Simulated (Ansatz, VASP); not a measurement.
**As: VASP beside Ansatz**

The input INCAR:

```
PREC = Accurate ; ENCUT = 510
EDIFF = 1E-6 ; ISMEAR = -1
SIGMA = 0.05 ; LREAL = F
LASPH = T ; NELM = 120
ALGO = Normal ; ISIF = 2
LWAVE = F ; LCHARG = T
GGA = PS ; LELF = T
LVHAR = T ; NBANDS = 22
GGA_COMPAT = F
```

KPOINTS

```
regular mesh
0
Gamma
  10 10 10
```

The input POSCAR:

```
As
1.0
    1.8807968987      1.0858785957      3.5140619945
   -1.8807968987      1.0858785957      3.5140619945
    0.0000000000     -2.1717571915      3.5140619945
As
2
Direct
    0.7740000000      0.7740000000      0.7740000000
    0.2260000000      0.2260000000      0.2260000000
```

Input for Ansatz:

```yaml
crystal:
  lattice:
    - [1.8807968987, 1.0858785957, 3.5140619945]
    - [-1.8807968987, 1.0858785957, 3.5140619945]
    - [0.0, -2.1717571915, 3.5140619945]
  atoms:
    - { symbol: As, position: [0.774, 0.774, 0.774] }
    - { symbol: As, position: [0.226, 0.226, 0.226] }
kpoints:
  mp_grid: { grid: [10, 10, 10] }
scf:
  occupations: { method: fermi_dirac, width: 0.05 }
hamiltonian:
  xc: pbesol
  pseudopotentials: { kind: paw }
output:
  forces: true
  stress: true
  eigenvalues: true
  populations: true
  write_density: true
  write_potential: true
  elf: true
  volumetric_format: npy
```

Change from the starting cell: shortest bond scaled by 1, PAW files.

Alike in both runs: task single point; functional PBEsol; k mesh 10 × 10 × 10; occupations fermi-dirac, width 0.05 eV; no spin polarisation.

```csv
,VASP,Ansatz
version,VASP 6.6.1,Ansatz 0.2.0
potentials or method,"VASP PAW PBE potentials, release 64 (As_d)","PAW with Ansatz's default frozen-core files, scalar-relativistic"
plane-wave cutoff (eV),510,420
valence electrons in the cell,30,30
```

VASP gave:

| Item | Value |
| --- | --- |
| pressure (GPa) | 0.5 |
| traceless stress, the component that is largest in VASP (GPa) | -0.49 |
| rms of the force components (eV/Å) | 0.224 |

Task: Estimate Ansatz's values.

Result: Pressure (GPa): 0.3; traceless stress, the component that is largest in VASP (GPa): -0.47; rms of the force components (eV/Å): 0.219.

VASP's potentials were made for PBE, not for PBEsol. Atom by atom the forces differ by 0.005 eV/Å (rms over components). The functional is the same, so the differences come from potentials, cutoffs and numerics.
